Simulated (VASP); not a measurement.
# Si2B in VASP: further runs

The runs below take Si2B through single point, with PBE+D3(BJ).

All numbers are computed with VASP 6.6.1; they aren't measurements. Logs are shortened: lines on timing, memory, paths and dates and some standing lists are left out, and cuts for length are marked.

## Step 1: The cell of the first run

The cell holds a sheet with vacuum, 6 atoms: a = 3.172 Å, b = 3.172 Å, c = 37.882 Å, α = 90.00°, β = 90.00°, γ = 120.00°.

## Step 2: Single point, PBE+D3(BJ)

Contents of INCAR:

```
PREC     = Accurate       # precision mode
ENCUT    = 520            # plane-wave cutoff, eV
EDIFF    = 1E-6           # SCF threshold, eV
ISMEAR   = 0              # smearing method
SIGMA    = 0.1            # smearing width, eV
LREAL    = False          # projectors in reciprocal space
LASPH    = True           # aspherical terms in the spheres
NELM     = 60             # most SCF steps
ALGO     = Normal         # electronic algorithm
ISIF     = 2              # what is computed and relaxed
LWAVE    = False          # write WAVECAR
LCHARG   = False          # write CHGCAR
LDIPOL   = True         
IDIPOL   = 3            
DIPOL    = 0.5 0.5 0.290
GGA      = PE             # functional
IVDW     = 12             # dispersion correction
NBANDS   = 20             # bands
```

Contents of KPOINTS:

```
Automatic mesh
0
Gamma
  9 9 1
```

Contents of POSCAR:

```
Si2B
1.0
    3.1718375602     -0.0000000036      0.0000000000
   -1.5859187769      2.7468919056      0.0000000000
    0.0000000000      0.0000000000     37.8816948800
Si B
4 2
Direct
    0.3333333333      0.6666666667      0.2043505318
    0.6666666667      0.3333333333      0.2589726754
    0.6666666667      0.3333333333      0.3217827546
    0.0000000000      0.0000000000      0.3764048983
    0.0000000000      0.0000000000      0.2359940632
    0.3333333333      0.6666666667      0.3447613668
```

Potentials or basis: VASP PAW PBE potentials, release 64 (Si, B).

Launch:

```
> cat potpaw_PBE.64/Si/POTCAR potpaw_PBE.64/B/POTCAR > POTCAR
> mpirun -np 1 vasp_std > vasp.out
```

OUTCAR:

```text
PREC = Accurate
   ENCUT = 520
   EDIFF = 1E-6
   ISMEAR = 0
   LREAL = False
   LASPH = True
   NELM = 60
   ISIF = 2
   GGA = PE
   IVDW = 12
 IVDW          = 12

 ion  position               nearest neighbor table
   1  0.333  0.667  0.204-   5 2.19   5 2.19   5 2.19   2 2.76   2 2.76   2 2.76
   2  0.667  0.333  0.259-   5 2.03   5 2.03   5 2.03   3 2.38   1 2.76   1 2.76   1 2.76
   3  0.667  0.333  0.322-   6 2.03   6 2.03   6 2.03   2 2.38   4 2.76   4 2.76   4 2.76
   4  0.000  0.000  0.376-   6 2.19   6 2.19   6 2.19   3 2.76   3 2.76   3 2.76
   5  0.000  0.000  0.236-   2 2.03   2 2.03   2 2.03   1 2.19   1 2.19   1 2.19
   6  0.333  0.667  0.345-   3 2.03   3 2.03   3 2.03   4 2.19   4 2.19   4 2.19

  LATTYP: Found a hexagonal cell.
 ALAT       =     3.1718375602
 C/A-ratio  =    11.9431383736

  Lattice vectors:

 A1 = (   3.1718375602,  -0.0000000036,   0.0000000000)
 A2 = (  -1.5859187769,   2.7468919056,   0.0000000000)
 A3 = (   0.0000000000,   0.0000000000,  37.8816948800)

Analysis of symmetry for initial positions (statically):
=====================================================================
 Subroutine PRICEL returns:
 Original cell was already a primitive cell.

 Routine SETGRP: Setting up the symmetry group for a
 hexagonal supercell.

 Subroutine GETGRP returns: Found 12 space group operations
 (whereof  6 operations were pure point group operations)
 out of a pool of 24 trial point group operations.

The static configuration has the point symmetry C_3v.
 The point group associated with its full space group is D_3d.

Analysis of symmetry for dynamics (positions and initial velocities):
=====================================================================
 Subroutine PRICEL returns:
 Original cell was already a primitive cell.

 Routine SETGRP: Setting up the symmetry group for a
 hexagonal supercell.

 Subroutine GETGRP returns: Found 12 space group operations
 (whereof  6 operations were pure point group operations)
 out of a pool of 24 trial point group operations.

The dynamic configuration has the point symmetry C_3v.
 The point group associated with its full space group is D_3d.

 Subroutine INISYM returns: Found 12 space group operations
 (whereof  6 operations are pure point group operations),
 and found     1 'primitive' translations

----------------------------------------------------------------------------------------

                                     Primitive cell

  volume of cell :     330.0517

  direct lattice vectors                    reciprocal lattice vectors
     3.171837560 -0.000000004  0.000000000     0.315274658  0.182023908  0.000000000
    -1.585918777  2.746891906  0.000000000     0.000000000  0.364047817  0.000000000
     0.000000000  0.000000000 37.881694880     0.000000000  0.000000000  0.026397974

  length of vectors
     3.171837560  3.171837560 37.881694880     0.364047817  0.364047817  0.026397974

  position of ions in fractional coordinates (direct lattice)
     0.333333333  0.666666667  0.204350532
     0.666666667  0.333333333  0.258972675
     0.666666667  0.333333333  0.321782755
     0.000000000  0.000000000  0.376404898
     0.000000000  0.000000000  0.235994063
     0.333333333  0.666666667  0.344761367

  ion indices of the primitive-cell ions
   primitive index   ion index
                 1           1
                 2           2
                 3           3
                 4           4
                 5           5
                 6           6

----------------------------------------------------------------------------------------

 KPOINTS: Automatic mesh

Automatic generation of k-mesh.
 Grid dimensions read from file:
 generate k-points for:    9    9    1

 Generating k-lattice:

  Cartesian coordinates                     Fractional coordinates (reciprocal lattice)
     0.035030518  0.020224879  0.000000000     0.111111111  0.000000000  0.000000000
     0.000000000  0.040449757  0.000000000     0.000000000  0.111111111  0.000000000
     0.000000000  0.000000000  0.026397974     0.000000000  0.000000000  1.000000000

  Length of vectors
     0.040449757  0.040449757  0.026397974

  Shift w.r.t. Gamma in fractional coordinates (k-lattice)
     0.000000000  0.000000000  0.000000000

 Subroutine IBZKPT returns following result:
 ===========================================

 Found     12 irreducible k-points:

 Following reciprocal coordinates:
            Coordinates               Weight
  0.000000  0.000000  0.000000      1.000000
  0.111111  0.000000  0.000000      6.000000
  0.222222 -0.000000  0.000000      6.000000
  0.333333  0.000000  0.000000      6.000000
  0.444444 -0.000000  0.000000      6.000000
  0.111111  0.111111  0.000000      6.000000
  0.222222  0.111111  0.000000     12.000000
  0.333333  0.111111  0.000000     12.000000
  0.444444  0.111111  0.000000      6.000000
  0.222222  0.222222  0.000000      6.000000
[... 32 lines left out ...]
   NUPDOWN=      -1.0000    fix difference up-down
   EMIN   =  10.00;   EMAX   =-10.00  energy-range for DOS
   EFERMI =   0.00;   METHOD = LEGACY
   ISMEAR =     0;   SIGMA  =   0.10  broadening in eV -4-tet -1-fermi 0-gaus
   EFERMI_NEDOS =   21; number of points for ismear=-14 and -15
   IALGO  =     38    algorithm
   IMIX   =      4    mixing-type and parameters
     AMIX     =   0.40;   BMIX     =  1.00
     AMIX_MAG =   1.60;   BMIX_MAG =  1.00
  volume/ion in A,a.u.               =      55.01       371.22
  Fermi-wavevector in a.u.,A,eV,Ry     =   0.663776  1.254355  5.994713  0.440599
  Thomas-Fermi vector in A             =   1.737260
   LORBIT       =      0    0 simple, 1 ext, 2 COOP (PROOUT), +10 PAW based schemes
   GGA     = PE    functional components
   LHFCALC =     F    Hartree Fock is set to
   AEXX    =    0.0000 exact exchange contribution
   IVDW    =    12    specifies the selected vdW correction
   LEPSILON=     F    determine dielectric tensor
   LRPA    =     F    only Hartree local field effects (RPA)
 non-spin polarized calculation
 Gauss-broadening in eV      SIGMA  =   0.10
  energy-cutoff  :      520.00
  volume of cell :      330.05
 maximum number of plane-waves:      8932
 NGX is ok and might be reduce to    24
   NGX = 11   NGY = 11   NGZ =141

 dipolmoment           0.000000      0.000000     -0.000002 electrons x Angstroem

 number of electron      21.9999998 magnetization

 dipolmoment           0.000000      0.000000      0.000001 electrons x Angstroem

 Free energy of the ion-electron system (eV)
  ---------------------------------------------------
  ext. energy  EPLUGINS =         0.00000000
  ---------------------------------------------------
  free energy    TOTEN  =       -32.04395205 eV

  energy without entropy =      -32.03583850  energy(sigma->0) =      -32.03989527

 E-fermi :  -1.4507     XC(G=0):  -2.9951

 val. band max:       -1.5191339314   @ k =   0.3333   0.2222   0.0000
 cond. band min:      -1.3790706211   @ k =   0.3333   0.0000   0.0000
 fundamental gap:      0.1400633103
 Fermi energy:        -1.4507413690

 k-point     1 :       0.0000    0.0000    0.0000
  band No.  band energies     occupation
      1     -16.1888      2.00000
      2     -15.7328      2.00000
      3     -11.7012      2.00000
      4      -9.8260      2.00000
      5      -6.3961      2.00000
      6      -3.5335      2.00000
[... 12 lines left out ...]
     19       3.3214      0.00000
     20       3.7518      0.00000

 k-point     2 :       0.1111    0.0000    0.0000
  band No.  band energies     occupation
      1     -15.9703      2.00000
      2     -15.5158      2.00000
      3     -11.4812      2.00000
      4      -9.6049      2.00000
      5      -6.2134      2.00000
      6      -3.4348      2.00000
[... 12 lines left out ...]
     19       3.4646      0.00000
     20       3.5748      0.00000
[... 189 lines left out ...]
      3     -10.2538      2.00000
      4      -9.8227      2.00000
      5      -8.5535      2.00000
      6      -8.0525      2.00000
[... 12 lines left out ...]
     19       3.9303      0.00000
     20       4.9548      0.00000

 k-point    12 :       0.3333    0.3333    0.0000
  band No.  band energies     occupation
      1     -10.8428      2.00000
      2     -10.2564      2.00000
      3     -10.2564      2.00000
      4     -10.0173      2.00000
      5     -10.0173      2.00000
      6     -10.0015      2.00000
[... 12 lines left out ...]
     19       5.2818      0.00000
     20       5.2818      0.00000

------------------------ aborting loop because EDIFF is reached ----------------------------------------

 vacuum level on the upper side and lower side of the slab       (xc-potential included)        -0.011        -0.012

 Edisp (eV)   -1.56001

 E8    (eV) :    -0.6398

  FORCE on cell =-STRESS in cart. coord.  units (eV):
  Direction    XX          YY          ZZ          XY          YZ          ZX
  --------------------------------------------------------------------------------------
  -------------------------------------------------------------------------------------
  Total       0.05251     0.05251    -0.16617     0.00000     0.00000    -0.00000
  in kB       0.25489     0.25489    -0.80666     0.00000     0.00000    -0.00000
  external pressure =       -0.10 kB  Pullay stress =        0.00 kB

 VOLUME and BASIS-vectors are now :
 -----------------------------------------------------------------------------
  energy-cutoff  :      520.00
  volume of cell :      330.05
      direct lattice vectors                 reciprocal lattice vectors
     3.171837560 -0.000000004  0.000000000     0.315274658  0.182023908  0.000000000
    -1.585918777  2.746891906  0.000000000     0.000000000  0.364047817  0.000000000
     0.000000000  0.000000000 37.881694880     0.000000000  0.000000000  0.026397974

 POSITION                                       TOTAL-FORCE (eV/Angst)
 -----------------------------------------------------------------------------------
      0.00000      1.83126      7.74114        -0.000000      0.000000      0.029155
      1.58592      0.91563      9.81032        -0.000000      0.000000     -0.027456
      1.58592      0.91563     12.18968         0.000000     -0.000000      0.027456
      0.00000      0.00000     14.25886        -0.000000     -0.000000     -0.029155
      0.00000      0.00000      8.93986        -0.000000      0.000000      0.005190
      0.00000      1.83126     13.06014         0.000000     -0.000000     -0.005190
 -----------------------------------------------------------------------------------
    total drift:                               -0.000000      0.000000      0.000005

  FREE ENERGIE OF THE ION-ELECTRON SYSTEM (eV)
  ---------------------------------------------------
  free  energy   TOTEN  =       -33.6039571265 eV

  energy  without entropy=      -33.5958435770  energy(sigma->0) =      -33.59990035

 vacuum level on the upper side and lower side of the slab         3.129         3.128
```

It took 2.9 min on 1 thread of Oxide Virtual Turin-like, shared host; peak memory 0.39 GiB.

What came out:

- Free energy: -33.6040 eV
- Largest force: 0.029 eV/Å
- Band gap on the k mesh: zero (band 11 reaches -1.21 eV, above the bottom of band 12 at -2.46 eV)
- Dispersion energy per atom: -0.260 eV

Forces on the atoms (eV/Å):
```
Si   0.000  0.000  0.029
Si   0.000  0.000 -0.027
Si   0.000  0.000  0.027
Si   0.000  0.000 -0.029
B    0.000  0.000  0.005
B    0.000  0.000 -0.005
```

## Step 3: Single point, PBE+D3(BJ)

Contents of INCAR:

```
SYSTEM = Si2B
PREC = Accurate
ENCUT = 520
EDIFF = 1E-7
ISMEAR = 0
SIGMA = 0.1
LREAL = .FALSE.
LASPH = .TRUE.
NELM = 60
ALGO = Normal
ISIF = 2
LWAVE = .FALSE.
LCHARG = .FALSE.
LDIPOL = .TRUE.
IDIPOL = 3
DIPOL = 0.5 0.5 0.290
GGA = PE
IVDW = 12
NBANDS = 20
```

Contents of KPOINTS:

```
Automatic mesh
0
G
  15 15 1
  0 0 0
```

Contents of POSCAR:

```
Si2B
1.0
    3.1702692298     -0.0000000036      0.0000000000
   -1.5851346118      2.7455336917      0.0000000000
    0.0000000000      0.0000000000     37.8816948800
Si B
4 2
Direct
    0.3333333333      0.6666666667      0.2043441777
    0.6666666667      0.3333333333      0.2589714571
    0.6666666667      0.3333333333      0.3217839730
    0.0000000000      0.0000000000      0.3764112523
    0.0000000000      0.0000000000      0.2358652280
    0.3333333333      0.6666666667      0.3448902021
```

Potentials or basis: VASP PAW PBE potentials, release 64 (Si, B).

Launch:

```
> cat potpaw_PBE.64/Si/POTCAR potpaw_PBE.64/B/POTCAR > POTCAR
> mpirun -np 1 vasp_std > vasp.out
```

It took 6.5 min on 1 thread of Oxide Virtual Turin-like, shared host; peak memory 0.44 GiB.

The run converged. Its results:

| Property | Result |
| --- | --- |
| Free energy | -33.6060 eV |
| Largest force | 0.020 eV/Å |
| Band gap on the k mesh | zero (band 11 reaches -1.20 eV, above the bottom of band 12 at -2.47 eV) |
| Dispersion energy per atom | -0.260 eV |

Forces in eV/Å, atoms in the order of the input:
```
Si   0.000  0.000  0.020
Si   0.000  0.000 -0.017
Si   0.000  0.000  0.017
Si   0.000  0.000 -0.020
B    0.000  0.000  0.004
B    0.000  0.000 -0.004
```

Levels at points of the mesh, in eV from the Fermi level:
| k point | band 9 | band 10 | band 11 | band 12 | band 13 | band 14 |
| --- | --- | --- | --- | --- | --- | --- |
| (0.00, 0.00, 0.00) | -0.55 | -0.55 | 0.18 | 2.77 | 2.77 | 3.21 |

## Step 4: Single point, PBE+D3(BJ)

Contents of INCAR:

```
SYSTEM = Si2B
PREC = Accurate ; ENCUT = 520
EDIFF = 1E-6 ; ISMEAR = 0
SIGMA = 0.1 ; LREAL = .False.
LASPH = .True. ; NELM = 80
ALGO = Normal ; ISIF = 2
LWAVE = .False. ; LCHARG = .False.
LDIPOL = .True. ; IDIPOL = 3
DIPOL = 0.5 0.5 0.290 ; GGA = PE
IVDW = 12 ; NBANDS = 20
```

Contents of KPOINTS:

```
Automatic mesh
0
Gamma
  15 15 1
  0 0 0
```

Contents of POSCAR:

```
Si2B
1.0
    3.1718375602     -0.0000000036      0.0000000000
   -1.5859187769      2.7468919056      0.0000000000
    0.0000000000      0.0000000000     37.8816948800
Si B
4 2
Direct
    0.3333333333      0.6666666667      0.2043505318
    0.6666666667      0.3333333333      0.2589726754
    0.6666666667      0.3333333333      0.3217827546
    0.0000000000      0.0000000000      0.3764048983
    0.0000000000      0.0000000000      0.2359940632
    0.3333333333      0.6666666667      0.3447613668
```

Launch:

```
> cat potpaw_PBE.64/Si/POTCAR potpaw_PBE.64/B/POTCAR > POTCAR
> mpirun -np 1 vasp_std > vasp.out
```

Run time: 6.9 min. Hardware: 1 thread of Oxide Virtual Turin-like, shared host; peak memory 0.46 GiB.

The run converged. Its results:

| Item | Value |
| --- | --- |
| Free energy | -33.6059 eV |
| Largest force | 0.035 eV/Å |
| Band gap on the k mesh | zero (band 11 reaches -1.20 eV, above the bottom of band 12 at -2.47 eV) |
| Dispersion energy per atom | -0.260 eV |

Forces on the atoms (eV/Å):
```
Si   0.000  0.000  0.035
Si   0.000  0.000 -0.002
Si   0.000  0.000  0.002
Si   0.000  0.000 -0.035
B    0.000  0.000 -0.028
B    0.000  0.000  0.028
```

Levels at points of the mesh, in eV from the Fermi level:
| k point | band 8 | band 9 | band 10 | band 11 | band 12 | band 13 | band 14 | band 15 |
| --- | --- | --- | --- | --- | --- | --- | --- | --- |
| (0.00, 0.00, 0.00) | -0.60 | -0.56 | -0.56 | 0.19 | 2.77 | 2.77 | 3.20 | 3.20 |

## Step 5: Single point, PBE+D3(BJ)

This run uses another cell than the first one: it holds 12 atoms, not 6.

Contents of INCAR:

```
PREC = Accurate
ENCUT = 520
EDIFF = 1E-7
ISMEAR = 0
SIGMA = 0.2
LREAL = F
LASPH = T
NELM = 80
ALGO = Normal
ISIF = 2
LWAVE = F
LCHARG = F
LDIPOL = T
IDIPOL = 3
DIPOL = 0.5 0.5 0.290
GGA = PE
IVDW = 12
NBANDS = 34
```

Contents of KPOINTS:

```
regular mesh
0
Gamma
  8 8 1
```

Contents of POSCAR:

```
Si2B
1.0
    6.3405384596     -0.0000000073      0.0000000000
   -1.5851346118      2.7455336917      0.0000000000
    0.0000000000      0.0000000000     37.8816948800
Si B
8 4
Direct
    0.1666666667      0.6666666667      0.2043441777
    0.6666666667      0.6666666667      0.2043441777
    0.3333333333      0.3333333333      0.2589714571
    0.8333333333      0.3333333333      0.2589714571
    0.3333333333      0.3333333333      0.3217839730
    0.8333333333      0.3333333333      0.3217839730
    0.0000000000      0.0000000000      0.3764112523
    0.5000000000      0.0000000000      0.3764112523
    0.5000000000      0.0000000000      0.2358652280
    0.0000000000      0.0000000000      0.2358652280
    0.1666666667      0.6666666667      0.3448902021
    0.6666666667      0.6666666667      0.3448902021
```

Launch:

```
> cat potpaw_PBE.64/Si/POTCAR potpaw_PBE.64/B/POTCAR > POTCAR
> mpirun -np 1 vasp_std > vasp.out
```

Run time: 25 min. Hardware: 1 thread of Oxide Virtual Turin-like, shared host; peak memory 0.91 GiB.

Results (log left out):

| Item | Value |
| --- | --- |
| Free energy | -67.2369 eV |
| Largest force | 0.021 eV/Å |
| Band gap on the k mesh | zero (band 22 reaches -1.21 eV, above the bottom of band 23 at -2.21 eV) |
| Dispersion energy per atom | -0.260 eV |

Forces on the atoms (eV/Å):
```
Si  -0.006 -0.004  0.004
Si  -0.006 -0.004  0.004
Si  -0.009 -0.005 -0.018
Si  -0.009 -0.005 -0.018
Si   0.009  0.005  0.018
Si   0.009  0.005  0.018
Si   0.006  0.004 -0.004
Si   0.006  0.004 -0.004
B    0.009  0.005  0.008
B    0.009  0.005  0.008
B   -0.009 -0.005 -0.008
B   -0.009 -0.005 -0.008
```

Levels at points of the mesh, in eV from the Fermi level:
```csv
k point,band 18,band 19,band 20,band 21,band 22,band 23,band 24,band 25,band 26,band 27
"(0.00, 0.00, 0.00)",-0.57,-0.57,-0.53,-0.52,0.16,0.21,1.01,1.22,2.22,2.80
"(0.50, 0.00, 0.00)",-2.24,-1.32,-1.32,-0.49,-0.49,0.94,0.94,1.61,1.61,2.36
"(0.00, 0.50, 0.00)",-3.38,-3.21,-3.21,-1.45,-1.45,0.16,0.16,1.01,1.01,1.22
"(0.50, 0.50, 0.00)",-3.44,-2.10,-2.10,-1.51,-1.51,0.05,0.05,0.32,0.32,1.46
```

## Step 6: The runs side by side

```csv
cell,k mesh,smearing,gap on the mesh (eV),largest force (eV/Å)
"a = 3.172, b = 3.172, c = 37.882 Å, angles 90.0, 90.0, 120.0°, 6 atoms",9 × 9 × 1,gaussian 0.1 eV,none,0.03
"a = 3.170, b = 3.170, c = 37.882 Å, angles 90.0, 90.0, 120.0°, 6 atoms",15 × 15 × 1,gaussian 0.1 eV,none,0.02
"a = 3.172, b = 3.172, c = 37.882 Å, angles 90.0, 90.0, 120.0°, 6 atoms",15 × 15 × 1,gaussian 0.1 eV,none,0.03
"a = 6.341, b = 3.170, c = 37.882 Å, angles 90.0, 90.0, 120.0°, 12 atoms",8 × 8 × 1,gaussian 0.2 eV,none,0.02
```

Alike in all rows: task single point; level PBE+D3(BJ); potentials or basis VASP PAW PBE potentials, release 64 (Si, B); no spin polarisation; cutoff (eV) 520.

Every run on the cell as given and a fine mesh finds a metal.

Total energies depend on the potentials used, so only differences within one code and one set of settings carry meaning.
